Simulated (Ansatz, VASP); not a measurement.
# Two plane-wave programs on PbSe

Contents of INCAR:

```
PREC     = Accurate       # precision mode
ENCUT    = 520            # plane-wave cutoff, eV
EDIFF    = 1E-7           # SCF threshold, eV
ISMEAR   = 0              # smearing method
SIGMA    = 0.01           # smearing width, eV
LREAL    = False          # projectors in reciprocal space
LASPH    = True           # aspherical terms in the spheres
NELM     = 60             # most SCF steps
ALGO     = Normal         # electronic algorithm
ISIF     = 2              # what is computed and relaxed
LWAVE    = False          # write WAVECAR
LCHARG   = True           # write CHGCAR
GGA      = PS             # functional
LELF     = True           # ELF
LVHAR    = True         
NBANDS   = 28             # bands
```

Contents of KPOINTS:

```
regular mesh
0
Gamma
  4 4 4
```

The input POSCAR:

```
PbSe
1.0
    0.0000000000     12.0007990000      3.1254420000
    3.1181510000      0.0000000000      3.1254420000
    3.1181510000     12.0007990000      0.0000000000
Pb Se
2 2
Direct
    0.1907300000      0.8052670000      0.1947330000
    0.8052670000      0.1907300000      0.8092700000
    0.6744230000      0.2955810000      0.7044190000
    0.2955810000      0.6744230000      0.3255770000
```

Input for Ansatz:

```yaml
crystal:
  lattice:
    - [0.0, 12.000799, 3.125442]
    - [3.118151, 0.0, 3.125442]
    - [3.118151, 12.000799, 0.0]
  atoms:
    - { symbol: Pb, position: [0.19073, 0.805267, 0.194733] }
    - { symbol: Pb, position: [0.8052669999999998, 0.19073000000000015, 0.80927] }
    - { symbol: Se, position: [0.674423, 0.2955809999999999, 0.7044190000000001] }
    - { symbol: Se, position: [0.2955809999999999, 0.674423, 0.325577] }
kpoints:
  mp_grid:
    grid: [4, 4, 4]
    shift: [0.0, 0.0, 0.0]
  band_path:
    path:
      - [0.0, 0.0, 0.0]
      - [0.5, 0.0, 0.5]
      - [0.5, 0.48196, 0.98196]
    npoints: 6
hamiltonian:
  xc: pbesol
scf:
  n_extra_bands: 6
  occupations:
    method: fixed
```

Alike in both runs: task single point; functional PBEsol; k mesh 4 × 4 × 4; no spin polarisation.

|  | VASP | Ansatz |
| --- | --- | --- |
| version | VASP 6.6.1 | Ansatz 0.2.0 |
| potentials or method | VASP PAW PBE potentials, release 64 (Pb_d, Se) | plane waves, PAW |
| plane-wave cutoff (eV) | 520 | 420 |
| occupations | gaussian, width 0.01 eV | fixed |
| valence electrons in the cell | 40 | 60 |

|  | VASP | Ansatz | Ansatz less VASP |
| --- | --- | --- | --- |
| gap on the k mesh at the Fermi level (eV) | 1.64 | 1.64 | -0.001 |

VASP's potentials were made for PBE, not for PBEsol. VASP's potentials hold 40 valence electrons a cell and Ansatz's 60, so a difference there can come from the potentials and not from the codes.

Spin-orbit coupling is off throughout.
